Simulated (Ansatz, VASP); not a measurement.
**Two plane-wave programs on ZrS**

The input INCAR:

```
  PREC = Accurate
  ENCUT = 520
  EDIFF = 1E-6
  ISMEAR = 0
  SIGMA = 0.15
  LREAL = F
  LASPH = T
  NELM = 80
  ALGO = Normal
  ISIF = 2
  LWAVE = F
  LCHARG = F
  GGA = PS
  NBANDS = 16
```

The input KPOINTS:

```
Automatic mesh
0
Gamma
  16 16 16
```

POSCAR

```
ZrS
1.0
    0.3399385812      2.8945872372      2.8945872372
    2.8945872372      0.3399385812      2.8945872372
    2.8945872372      2.8945872372      0.3399385812
Zr S
1 1
Direct
    0.0000000000      0.0000000000      0.0000000000
    0.5000000000      0.5000000000      0.5000000000
```

Input for Ansatz:

```yaml
crystal:
  lattice:
    - [0.3399385812, 2.8945872372, 2.8945872372]
    - [2.8945872372, 0.3399385812, 2.8945872372]
    - [2.8945872372, 2.8945872372, 0.3399385812]
  atoms:
    - { symbol: Zr, position: [0.0, 0.0, 0.0] }
    - { symbol: S, position: [0.5, 0.5, 0.5] }
basis:
  ecutwfc: 420
kpoints:
  mp_grid: { grid: [16, 16, 16] }
hamiltonian:
  xc: pbesol
  pseudopotentials: { kind: paw, azcp: { folder: soft_1 } }
scf:
  occupations: { method: gaussian, width: 0.15 }
output:
  forces: true
  stress: true
  eigenvalues: true
```

Alike in both runs: task single point; functional PBEsol; k mesh 16 × 16 × 16; occupations gaussian, width 0.15 eV; no spin polarisation.

```csv
,VASP,Ansatz
version,VASP 6.6.1,Ansatz 0.2.0
potentials or method,"VASP PAW PBE potentials, release 64 (Zr_sv, S), cutoff 520 eV","scalar-relativistic, plane waves, PAW"
valence electrons in the cell,18,18
```

VASP gave:

| Quantity | Value |
| --- | --- |
| gap on the k mesh at the Fermi level (eV) | none |
| pressure (GPa) | -15.0 |
| traceless stress, the component that is largest in VASP (GPa) | -1.19 |

What did Ansatz give for the same quantities?

gap on the k mesh at the Fermi level (eV): none; pressure (GPa): -15.1; traceless stress, the component that is largest in VASP (GPa): -1.23.

VASP's potentials were made for PBE, not for PBEsol, and Ansatz warns of the same on its side. A gap of «none» marks a metal or a gap that the smearing closes. The functional is the same, so the differences come from potentials, cutoffs and numerics.
